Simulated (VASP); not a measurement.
Wanted: the native input for a VASP 6.6.1 run.

```yaml
Task: single point
Functional: PBE
Potentials_or_basis: VASP PAW PBE potentials, release 64 (Co)
Cutoff: 520 eV
k_mesh: 13 × 13 × 7
Occupations: fermi-dirac, width 0.1 eV
Spin: collinear spin, ferromagnetic start
Starting_moments: "[3.2, 3.2] μB"
Dipole_correction: no
Further_INCAR_settings: ALGO = Normal; EDIFF = 1e-06; NBANDS = 20
```

The structure of Co lies in POSCAR:

```
Co
1.0
    2.5281232538      0.0000000000      0.0000000000
   -1.2640616269      2.1894189643      0.0000000000
    0.0000000000      0.0000000000      4.1035370626
Co
2
Direct
    0.3333333333      0.6666666667      0.2500000000
    0.6666666667      0.3333333333      0.7500000000
```

One way to write it, as run:

INCAR

```
SYSTEM = Co
PREC     = Accurate       ! precision mode
ENCUT    = 520            ! plane-wave cutoff, eV
EDIFF    = 1E-6           ! SCF threshold, eV
ISMEAR   = -1             ! smearing method
SIGMA    = 0.1            ! smearing width, eV
LREAL    = .FALSE.        ! projectors in reciprocal space
LASPH    = .TRUE.         ! aspherical terms in the spheres
NELM     = 150            ! most SCF steps
ALGO     = Normal         ! electronic algorithm
ISIF     = 2              ! what is computed and relaxed
LWAVE    = .FALSE.        ! write WAVECAR
LCHARG   = .FALSE.        ! write CHGCAR
ISPIN    = 2              ! spin polarisation
MAGMOM   = 3.2 3.2        ! initial moments
LORBIT   = 11             ! projections on sites
LMAXMIX  = 4              ! l up to which the mixer works
GGA      = PE             ! functional
NBANDS   = 20             ! bands
```

KPOINTS

```
regular mesh
0
G
  13 13 7
  0 0 0
```

Potentials or basis: VASP PAW PBE potentials, release 64 (Co).

Run with:

```bash
$ cat potpaw_PBE.64/Co/POTCAR > POTCAR
$ mpirun -np 1 vasp_std > vasp.out
```

Results of the run:

* Pressure: -9.1 GPa
* Net moment: 3.25 μB per cell
* Site moments: Co +1.66 μB
* Valence electrons inside the program's atomic spheres: Co 8.19

Caveat: the cell stands under tension.

It took 110 s on 1 thread of Intel Xeon 8259CL, with other jobs on the host, peak memory 0.18 GiB.
